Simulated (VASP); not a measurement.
# HRh6 in VASP: notebook

HRh6 is run at these levels: PBE; tasks: single point.

Everything below comes from runs of VASP 6.6.1. Logs are shortened: lines on timing, memory, paths and dates and some standing lists are left out, and cuts for length are marked.

**1. The cell of the first run**

The cell holds a slab with vacuum, 14 atoms: a = 5.416 Å, b = 5.416 Å, c = 21.674 Å, α = 90.00°, β = 90.00°, γ = 90.00°.

**2. Single point, PBE**

The input, INCAR:

```
SYSTEM = HRh6
  PREC = Accurate
  ENCUT = 520
  EDIFF = 1E-7
  ISMEAR = 0
  SIGMA = 0.1
  LREAL = .False.
  LASPH = .True.
  NELM = 60
  ALGO = Normal
  ISIF = 2
  LWAVE = .False.
  LCHARG = .True.
  LDIPOL = .True.
  IDIPOL = 3
  DIPOL = 0.5 0.5 0.301
  GGA = PE
  LELF = .True.
  LVHAR = .True.
  LVACPOTAV = .True.
  NBANDS = 104
```

The input, KPOINTS:

```
Automatic mesh
0
Gamma
  5 5 1
  0 0 0
```

The input, POSCAR:

```
HRh6
1.0
    5.4163401145      0.0000000000      0.0000000000
    0.0000000000      5.4163401145      0.0000000000
    0.0000000000      0.0000000000     21.6737367085
Rh H
12 2
Direct
    0.2500000000      0.2500000000      0.1845551625
    0.2500000000      0.7500000000      0.1845551625
    0.7500000000      0.2500000000      0.1845551625
    0.7500000000      0.7500000000      0.1845551625
    0.0000000000      0.0000000000      0.2693761947
    0.0000000000      0.5000000000      0.2693761947
    0.5000000000      0.0000000000      0.2693761947
    0.5000000000      0.5000000000      0.2693761947
    0.2500000000      0.2500000000      0.3540569313
    0.2500000000      0.7500000000      0.3540569313
    0.7500000000      0.2500000000      0.3540569313
    0.7500000000      0.7500000000      0.3540569313
    0.4151641163      0.5000000000      0.4924733032
    0.5848358837      0.5000000000      0.4924733032
```

Potentials or basis: VASP PAW PBE potentials, release 64 (Rh_pv, H).

Launch:

```console
> cat potpaw_PBE.64/Rh_pv/POTCAR potpaw_PBE.64/H/POTCAR > POTCAR
> mpirun -np 1 vasp_std > vasp.out
```

OUTCAR:

```text
SYSTEM = HRh6
   PREC = Accurate
   ENCUT = 520
   EDIFF = 1E-7
   ISMEAR = 0
   LREAL = .False.
   LASPH = .True.
   NELM = 60
   ISIF = 2
   GGA = PE

 ion  position               nearest neighbor table
   1  0.250  0.250  0.185-   5 2.65   6 2.65   7 2.65   8 2.65   2 2.71   3 2.71   2 2.71   3 2.71

   2  0.250  0.750  0.185-   5 2.65   6 2.65   7 2.65   8 2.65   1 2.71   4 2.71   1 2.71   4 2.71

   3  0.750  0.250  0.185-   5 2.65   6 2.65   7 2.65   8 2.65   1 2.71   4 2.71   4 2.71   1 2.71

   4  0.750  0.750  0.185-   5 2.65   6 2.65   7 2.65   8 2.65   2 2.71   3 2.71   3 2.71   2 2.71

   5  0.000  0.000  0.269-   9 2.65  10 2.65  11 2.65  12 2.65   1 2.65   2 2.65   3 2.65   4 2.65
                             6 2.71   7 2.71   6 2.71   7 2.71
   6  0.000  0.500  0.269-   9 2.65  10 2.65  11 2.65  12 2.65   1 2.65   2 2.65   3 2.65   4 2.65
                             5 2.71   8 2.71   5 2.71   8 2.71
   7  0.500  0.000  0.269-   9 2.65  10 2.65  11 2.65  12 2.65   1 2.65   2 2.65   3 2.65   4 2.65
                             5 2.71   8 2.71   8 2.71   5 2.71
   8  0.500  0.500  0.269-   9 2.65  10 2.65  11 2.65  12 2.65   1 2.65   2 2.65   3 2.65   4 2.65
                             6 2.71   7 2.71   7 2.71   6 2.71
   9  0.250  0.250  0.354-   5 2.65   6 2.65   7 2.65   8 2.65  10 2.71  11 2.71  10 2.71  11 2.71

  10  0.250  0.750  0.354-   5 2.65   6 2.65   7 2.65   8 2.65   9 2.71  12 2.71   9 2.71  12 2.71

  11  0.750  0.250  0.354-   5 2.65   6 2.65   7 2.65   8 2.65   9 2.71  12 2.71  12 2.71   9 2.71

  12  0.750  0.750  0.354-   5 2.65   6 2.65   7 2.65   8 2.65  10 2.71  11 2.71  11 2.71  10 2.71

  13  0.415  0.500  0.492-
  14  0.585  0.500  0.492-

  LATTYP: Found a simple tetragonal cell.
 ALAT       =     5.4163401145
 C/A-ratio  =     4.0015464779

  Lattice vectors:

 A1 = (   5.4163401145,   0.0000000000,   0.0000000000)
 A2 = (   0.0000000000,   5.4163401145,   0.0000000000)
 A3 = (   0.0000000000,   0.0000000000,  21.6737367085)

Analysis of symmetry for initial positions (statically):
=====================================================================
 Subroutine PRICEL returns:
 Original cell was already a primitive cell.

 Routine SETGRP: Setting up the symmetry group for a
 simple tetragonal supercell.

 Subroutine GETGRP returns: Found  4 space group operations
 (whereof  4 operations were pure point group operations)
 out of a pool of 16 trial point group operations.

The static configuration has the point symmetry C_2v.

Analysis of symmetry for dynamics (positions and initial velocities):
=====================================================================
 Subroutine PRICEL returns:
 Original cell was already a primitive cell.

 Routine SETGRP: Setting up the symmetry group for a
 simple tetragonal supercell.

 Subroutine GETGRP returns: Found  4 space group operations
 (whereof  4 operations were pure point group operations)
 out of a pool of 16 trial point group operations.

The dynamic configuration has the point symmetry C_2v.

 Subroutine INISYM returns: Found  4 space group operations
 (whereof  4 operations are pure point group operations),
 and found     1 'primitive' translations

----------------------------------------------------------------------------------------

                                     Primitive cell

  volume of cell :     635.8368

  direct lattice vectors                    reciprocal lattice vectors
     5.416340114  0.000000000  0.000000000     0.184626515  0.000000000  0.000000000
     0.000000000  5.416340114  0.000000000     0.000000000  0.184626515  0.000000000
     0.000000000  0.000000000 21.673736709     0.000000000  0.000000000  0.046138791

  length of vectors
     5.416340114  5.416340114 21.673736709     0.184626515  0.184626515  0.046138791

  position of ions in fractional coordinates (direct lattice)
     0.250000000  0.250000000  0.184555162
     0.250000000  0.750000000  0.184555162
     0.750000000  0.250000000  0.184555162
     0.750000000  0.750000000  0.184555162
     0.000000000  0.000000000  0.269376195
     0.000000000  0.500000000  0.269376195
     0.500000000  0.000000000  0.269376195
     0.500000000  0.500000000  0.269376195
     0.250000000  0.250000000  0.354056931
     0.250000000  0.750000000  0.354056931
     0.750000000  0.250000000  0.354056931
     0.750000000  0.750000000  0.354056931
     0.415164116  0.500000000  0.492473303
     0.584835884  0.500000000  0.492473303

  ion indices of the primitive-cell ions
   primitive index   ion index
                 1           1
                 2           2
                 3           3
                 4           4
                 5           5
                 6           6
                 7           7
                 8           8
                 9           9
                10          10
                11          11
                12          12
                13          13
                14          14

----------------------------------------------------------------------------------------

 KPOINTS: Automatic mesh

Automatic generation of k-mesh.
 Grid dimensions read from file:
 generate k-points for:    5    5    1

 Generating k-lattice:

  Cartesian coordinates                     Fractional coordinates (reciprocal lattice)
     0.036925303  0.000000000  0.000000000     0.200000000  0.000000000  0.000000000
     0.000000000  0.036925303  0.000000000     0.000000000  0.200000000  0.000000000
     0.000000000  0.000000000  0.046138791     0.000000000  0.000000000  1.000000000

  Length of vectors
     0.036925303  0.036925303  0.046138791

  Shift w.r.t. Gamma in fractional coordinates (k-lattice)
     0.000000000  0.000000000  0.000000000

 Subroutine IBZKPT returns following result:
 ===========================================

 Found      9 irreducible k-points:

 Following reciprocal coordinates:
            Coordinates               Weight
  0.000000  0.000000  0.000000      1.000000
  0.200000  0.000000  0.000000      2.000000
  0.000000  0.200000  0.000000      2.000000
  0.400000  0.000000  0.000000      2.000000
  0.000000  0.400000  0.000000      2.000000
  0.200000  0.200000  0.000000      4.000000
  0.400000  0.200000  0.000000      4.000000
 -0.200000  0.400000  0.000000      4.000000
  0.400000  0.400000  0.000000      4.000000
   k-points           NKPTS =      9   k-points in BZ     NKDIM =      9   number of bands    NBANDS=    104
   number of dos      NEDOS =    301   number of ions     NIONS =     14
   total plane-waves  NPLWV = 259200
   dimension x,y,z NGX =    40 NGY =   40 NGZ =  162
   dimension x,y,z NGXF=    80 NGYF=   80 NGZF=  324
   ions per type =              12   2
   NGX,Y,Z   is equivalent  to a cutoff of  12.28, 12.28, 12.43 a.u.
   NGXF,Y,Z  is equivalent  to a cutoff of  24.55, 24.55, 24.85 a.u.
 SYSTEM =  HRh6
   PREC   = accura    normal or accurate (medium, high low for compatibility)
   ISTART =      0    job   : 0-new  1-cont  2-samecut
   ICHARG =      2    charge: 1-file 2-atom 10-const
   ISPIN  =      1    spin polarized calculation?
   LNONCOLLINEAR =      F non collinear calculations
   LSORBIT =      F    spin-orbit coupling
   LASPH  =      T    aspherical Exc in radial PAW
   ENCUT  =  520.0 eV  38.22 Ry    6.18 a.u.  10.07 10.07 40.30*2*pi/ulx,y,z
   NELM   =     60;   NELMIN=  2; NELMDL= -5     # of ELM steps
   EDIFF  = 0.1E-06   stopping-criterion for ELM
   LREAL  =      F    real-space projection
   EDIFFG = 0.1E-05   stopping-criterion for IOM
   NSW    =      0    number of steps for IOM
   IBRION =     -1    ionic relax: 0-MD 1-quasi-New 2-CG
   NFREE  =      0    steps in history (QN), initial steepest desc. (CG)
   ISIF   =      2    stress and relaxation
   ISYM   =      2    0-nonsym 1-usesym 2-fastsym
   POTIM  = 0.5000    time-step for ionic-motion
   TEBEG  =    0.0;   TEEND  =   0.0 temperature during run
   PSTRESS=    0.0 pullay stress
   NELECT =     182.0000    total number of electrons
   NUPDOWN=      -1.0000    fix difference up-down
   EMIN   =  10.00;   EMAX   =-10.00  energy-range for DOS
   EFERMI =   0.00;   METHOD = LEGACY
   ISMEAR =     0;   SIGMA  =   0.10  broadening in eV -4-tet -1-fermi 0-gaus
   EFERMI_NEDOS =   21; number of points for ismear=-14 and -15
   IALGO  =     38    algorithm
   IMIX   =      4    mixing-type and parameters
     AMIX     =   0.40;   BMIX     =  1.00
     AMIX_MAG =   1.60;   BMIX_MAG =  1.00
  volume/ion in A,a.u.               =      45.42       306.49
  Fermi-wavevector in a.u.,A,eV,Ry     =   1.078906  2.038836 15.837686  1.164037
  Thomas-Fermi vector in A             =   2.214857
   LORBIT       =      0    0 simple, 1 ext, 2 COOP (PROOUT), +10 PAW based schemes
   GGA     = PE    functional components
   LHFCALC =     F    Hartree Fock is set to
   AEXX    =    0.0000 exact exchange contribution
   IVDW    =     0    specifies the selected vdW correction
   LEPSILON=     F    determine dielectric tensor
   LRPA    =     F    only Hartree local field effects (RPA)
 non-spin polarized calculation
 Gauss-broadening in eV      SIGMA  =   0.10
  energy-cutoff  :      520.00
  volume of cell :      635.84
 maximum number of plane-waves:     17146
   NGX = 21   NGY = 21   NGZ = 81

 dipolmoment           0.000000      0.000000      0.006749 electrons x Angstroem

 number of electron     182.0000091 magnetization

 dipolmoment           0.000000      0.000000     -0.020087 electrons x Angstroem

 Free energy of the ion-electron system (eV)
  ---------------------------------------------------
  ext. energy  EPLUGINS =         0.00000000
  ---------------------------------------------------
  free energy    TOTEN  =       -85.06558801 eV

  energy without entropy =      -84.96437028  energy(sigma->0) =      -85.01497914

 E-fermi :  -0.4422     XC(G=0):  -4.7783

 val. band max:       -0.4422505986   @ k =   0.0000   0.4000   0.0000
 cond. band min:      -0.4376441172   @ k =   0.4000   0.0000   0.0000
 fundamental gap:      0.0046064815
 Fermi energy:        -0.4421811862

 k-point     1 :       0.0000    0.0000    0.0000
  band No.  band energies     occupation
      1     -47.4689      2.00000
      2     -47.4687      2.00000
      3     -47.4156      2.00000
      4     -47.4154      2.00000
      5     -47.2909      2.00000
      6     -47.2787      2.00000
[... 95 lines left out ...]
    102       1.1383      0.00000
    103       2.1977      0.00000

 k-point     2 :       0.2000    0.0000    0.0000
  band No.  band energies     occupation
      1     -47.4627      2.00000
      2     -47.4333      2.00000
      3     -47.4186      2.00000
      4     -47.3809      2.00000
      5     -47.2857      2.00000
      6     -47.2721      2.00000
[... 731 lines left out ...]
    102       1.0204      0.00000
    103       1.5172      0.00000

 k-point     9 :       0.4000    0.4000    0.0000
  band No.  band energies     occupation
      1     -47.3193      2.00000
      2     -47.3182      2.00000
      3     -47.3057      2.00000
      4     -47.2963      2.00000
      5     -47.2531      2.00000
      6     -47.2391      2.00000
[... 95 lines left out ...]
    102       0.5438      0.00000
    103       1.3525      0.00000
 [bands above 103 left out]

------------------------ aborting loop because EDIFF is reached ----------------------------------------

  FORCE on cell =-STRESS in cart. coord.  units (eV):
  Direction    XX          YY          ZZ          XY          YZ          ZX
  --------------------------------------------------------------------------------------
  -------------------------------------------------------------------------------------
  Total      -10.6206944     -7.5165698     -0.2958716      0.0000000      0.0000000      0.0000000
  in kB      -26.7619556    -18.9402030     -0.7455352      0.0000000      0.0000000      0.0000000
  external PRESSURE =     -15.4825646 kB  Pullay stress =       0.0000000 kB

 VOLUME and BASIS-vectors are now :
 -----------------------------------------------------------------------------
  energy-cutoff  :      520.00
  volume of cell :      635.84
      direct lattice vectors                 reciprocal lattice vectors
     5.416340114  0.000000000  0.000000000     0.184626515  0.000000000  0.000000000
     0.000000000  5.416340114  0.000000000     0.000000000  0.184626515  0.000000000
     0.000000000  0.000000000 21.673736709     0.000000000  0.000000000  0.046138791

 POSITION                                       TOTAL-FORCE (eV/Angst)
 -----------------------------------------------------------------------------------
      1.35409      1.35409      4.00000        -0.004710     -0.002065      0.038896
      1.35409      4.06226      4.00000        -0.004710      0.002065      0.038896
      4.06226      1.35409      4.00000         0.004710     -0.002065      0.038896
      4.06226      4.06226      4.00000         0.004710      0.002065      0.038896
      0.00000      0.00000      5.83839         0.000000      0.000000     -0.025153
      0.00000      2.70817      5.83839         0.000000      0.000000     -0.046906
      2.70817      0.00000      5.83839         0.000000      0.000000     -0.046054
      2.70817      2.70817      5.83839         0.000000      0.000000     -0.027155
      1.35409      1.35409      7.67374        -0.014219     -0.007314     -0.013402
      1.35409      4.06226      7.67374        -0.014219      0.007314     -0.013402
      4.06226      1.35409      7.67374         0.014219     -0.007314     -0.013402
      4.06226      4.06226      7.67374         0.014219      0.007314     -0.013402
      2.24867      2.70817     10.67374         3.440113      0.000000      0.021646
      3.16767      2.70817     10.67374        -3.440113      0.000000      0.021646
 -----------------------------------------------------------------------------------
    total drift:                                0.000000      0.000000      0.001745

  FREE ENERGIE OF THE ION-ELECTRON SYSTEM (eV)
  ---------------------------------------------------
  free  energy   TOTEN  =       -85.0655880072 eV

  energy  without entropy=      -84.9643702782  energy(sigma->0) =      -85.01497914

 vacuum level on the upper side and lower side of the slab         4.351         4.475
```

Wall time 36 min (1 thread of Intel Xeon Platinum 8259CL at 2.50GHz (Skylake/Cascade Lake), shared host); peak memory 0.78 GiB.

What came out:

| Item | Value |
| --- | --- |
| Free energy | -85.0656 eV |
| Largest force | 3.440 eV/Å |
| Band gap on the k mesh | zero (bands 91 and 92 overlap by 0.70 eV) |

Forces in eV/Å, atoms in the order of the input:
```
Rh  -0.005 -0.002  0.039
Rh  -0.005  0.002  0.039
Rh   0.005 -0.002  0.039
Rh   0.005  0.002  0.039
Rh   0.000  0.000 -0.025
Rh   0.000  0.000 -0.047
Rh   0.000  0.000 -0.046
Rh   0.000  0.000 -0.027
Rh  -0.014 -0.007 -0.013
Rh  -0.014  0.007 -0.013
Rh   0.014 -0.007 -0.013
Rh   0.014  0.007 -0.013
H    3.440  0.000  0.022
H   -3.440  0.000  0.022
```

**3. Single point, PBE**

The input, INCAR:

```
PREC = Accurate ; ENCUT = 520
EDIFF = 1E-6 ; ISMEAR = 0
SIGMA = 0.1 ; LREAL = False
LASPH = True ; NELM = 60
ALGO = Normal ; ISIF = 2
LWAVE = False ; LCHARG = False
LDIPOL = True ; IDIPOL = 3
DIPOL = 0.5 0.5 0.289 ; GGA = PE
NBANDS = 104
```

The input, KPOINTS:

```
regular mesh
0
Gamma
  5 5 1
```

Edit POSCAR of step 2 so:

```diff
@@ -20,3 +20,3 @@
     0.7500000000      0.7500000000      0.3540569313
-    0.4151641163      0.5000000000      0.4924733032
-    0.5848358837      0.5000000000      0.4924733032
+    0.3619916800      0.5000000000      0.4043482131
+    0.6380083200      0.5000000000      0.4043482131
```

Potentials or basis: VASP PAW PBE potentials, release 64 (Rh_pv, H).

Launch:

```console
> cat potpaw_PBE.64/Rh_pv/POTCAR potpaw_PBE.64/H/POTCAR > POTCAR
> mpirun -np 1 vasp_std > vasp.out
```

OUTCAR:

```text
PREC = Accurate
   ENCUT = 520
   EDIFF = 1E-6
   ISMEAR = 0
   LREAL = False
   LASPH = True
   NELM = 60
   ISIF = 2
   GGA = PE

 ion  position               nearest neighbor table
   1  0.250  0.250  0.185-   5 2.65   6 2.65   7 2.65   8 2.65   2 2.71   3 2.71   2 2.71   3 2.71

   2  0.250  0.750  0.185-   5 2.65   6 2.65   7 2.65   8 2.65   1 2.71   4 2.71   1 2.71   4 2.71

   3  0.750  0.250  0.185-   5 2.65   6 2.65   7 2.65   8 2.65   1 2.71   4 2.71   4 2.71   1 2.71
[... 4 lines left out ...]
                             6 2.71   7 2.71   6 2.71   7 2.71
   6  0.000  0.500  0.269-   9 2.65  10 2.65  11 2.65  12 2.65   1 2.65   2 2.65   3 2.65   4 2.65
                             5 2.71   8 2.71   5 2.71   8 2.71
   7  0.500  0.000  0.269-   9 2.65  10 2.65  11 2.65  12 2.65   1 2.65   2 2.65   3 2.65   4 2.65
[... 1191 lines left out ...]
     0.000000000  0.000000000 21.673736709     0.000000000  0.000000000  0.046138791

 POSITION                                       TOTAL-FORCE (eV/Angst)
 -----------------------------------------------------------------------------------
      1.35409      1.35409      4.00000        -0.002313      0.050552     -0.009769
      1.35409      4.06226      4.00000        -0.002313     -0.050552     -0.009769
      4.06226      1.35409      4.00000         0.002313      0.050552     -0.009769
      4.06226      4.06226      4.00000         0.002313     -0.050552     -0.009769
      0.00000      0.00000      5.83839         0.000000      0.000000      0.053777
      0.00000      2.70817      5.83839         0.000000      0.000000     -0.262325
      2.70817      0.00000      5.83839         0.000000      0.000000     -0.094760
      2.70817      2.70817      5.83839         0.000000      0.000000     -0.367129
      1.35409      1.35409      7.67374         0.153340      0.175965      0.376791
      1.35409      4.06226      7.67374         0.153340     -0.175965      0.376791
      4.06226      1.35409      7.67374        -0.153340      0.175965      0.376791
      4.06226      4.06226      7.67374        -0.153340     -0.175965      0.376791
      1.96067      2.70817      8.76374        -0.689125      0.000000     -0.398824
      3.45567      2.70817      8.76374         0.689125      0.000000     -0.398824
 -----------------------------------------------------------------------------------
    total drift:                                0.000000      0.000000      0.001474

  FREE ENERGIE OF THE ION-ELECTRON SYSTEM (eV)
  ---------------------------------------------------
  free  energy   TOTEN  =       -85.9796502522 eV

  energy  without entropy=      -85.8893972538  energy(sigma->0) =      -85.93452375

 vacuum level on the upper side and lower side of the slab         4.530         4.302
```

Run time: 44 min. Hardware: 1 thread of Intel Xeon 8259CL, shared host; peak memory 0.79 GiB.

What came out:

| Item | Value |
| --- | --- |
| Free energy | -85.9797 eV |
| Largest force | 0.796 eV/Å |
| Band gap on the k mesh | zero (bands 91 and 92 overlap by 0.67 eV) |

Forces in eV/Å, atoms in the order of the input:
```
Rh  -0.002  0.051 -0.010
Rh  -0.002 -0.051 -0.010
Rh   0.002  0.051 -0.010
Rh   0.002 -0.051 -0.010
Rh   0.000  0.000  0.054
Rh   0.000  0.000 -0.262
Rh   0.000  0.000 -0.095
Rh   0.000  0.000 -0.367
Rh   0.153  0.176  0.377
Rh   0.153 -0.176  0.377
Rh  -0.153  0.176  0.377
Rh  -0.153 -0.176  0.377
H   -0.689  0.000 -0.399
H    0.689  0.000 -0.399
```

Levels at points of the mesh, in eV from the Fermi level:
| k point | band 90 | band 91 | band 92 | band 93 | band 94 | band 95 |
| --- | --- | --- | --- | --- | --- | --- |
| (0.00, 0.00, 0.00) | 0.29 | 0.32 | 0.49 | 0.54 | 0.62 | 0.62 |

(Part 1 of 2 ends here.)
